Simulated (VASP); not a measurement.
A run of VASP 6.6.1 is set up as follows.

Contents of POSCAR:

```
ZrTi3C4
1.0
    3.1379051000      0.0000000000      0.0000000000
    0.0000000000      4.4470501000      0.0000000000
    0.0000000000      0.0000000000      6.2747391000
Zr Ti C
1 3 4
Direct
    0.5000000000      0.5000000000      0.5000000000
    0.0000000000      0.0000000000      0.2441250000
    0.0000000000      0.0000000000      0.7558750000
    0.5000000000      0.5000000000      0.0000000000
    0.0000000000      0.5000000000      0.7628410000
    0.5000000000      0.0000000000      0.0000000000
    0.0000000000      0.5000000000      0.2371590000
    0.5000000000      0.0000000000      0.5000000000
```

The input INCAR.step1:

```
ALGO     = Normal         # electronic algorithm
EDIFF    = 1E-4           # SCF threshold, eV
ENCUT    = 520            # plane-wave cutoff, eV
GGA      = PE             # functional
ISMEAR   = 0              # smearing method
LASPH    = T              # aspherical terms in the spheres
LCHARG   = F              # write CHGCAR
LREAL    = F              # projectors in reciprocal space
LWAVE    = T              # write WAVECAR
NBANDS   = 42             # bands
NELM     = 100            # most SCF steps
PREC     = Accurate       # precision mode
SIGMA    = 0.1            # smearing width, eV
```

The input INCAR.step2:

```
ALGO     = Normal         # electronic algorithm
EDIFF    = 1E-6           # SCF threshold, eV
ENCUT    = 520            # plane-wave cutoff, eV
ISIF     = 2              # what is computed and relaxed
ISMEAR   = 0              # smearing method
ISTART   = 1            
LASPH    = T              # aspherical terms in the spheres
LCHARG   = F              # write CHGCAR
LMIXTAU  = T            
LREAL    = F              # projectors in reciprocal space
LWAVE    = F              # write WAVECAR
METAGGA  = R2SCAN         # meta-GGA
NBANDS   = 42             # bands
NELM     = 100            # most SCF steps
PREC     = Accurate       # precision mode
SIGMA    = 0.1            # smearing width, eV
```

File KPOINTS:

```
k-points
0
Gamma
  12 8 6
```

Potentials or basis: VASP PAW PBE potentials, release 64 (Zr_sv, Ti_sv, C).

Command:

```console
$ cat potpaw_PBE.64/Zr_sv/POTCAR potpaw_PBE.64/Ti_sv/POTCAR potpaw_PBE.64/C/POTCAR > POTCAR
$ cp INCAR.step1 INCAR
$ mpirun -np 1 vasp_std > vasp.out
$ cp INCAR.step2 INCAR
$ mpirun -np 1 vasp_std > vasp.out
```

(1) What does it give for the largest force?

(2) Estimate the pressure.

(3) Estimate the band gap on the k mesh.

## Answers

(1) 0.008 eV/Å.

(2) 0.1 GPa.

(3) zero (bands 32 and 33 overlap by 1.30 eV).

Caveat: the PAW data sets were made with another functional, which shifts forces and pressure a little.
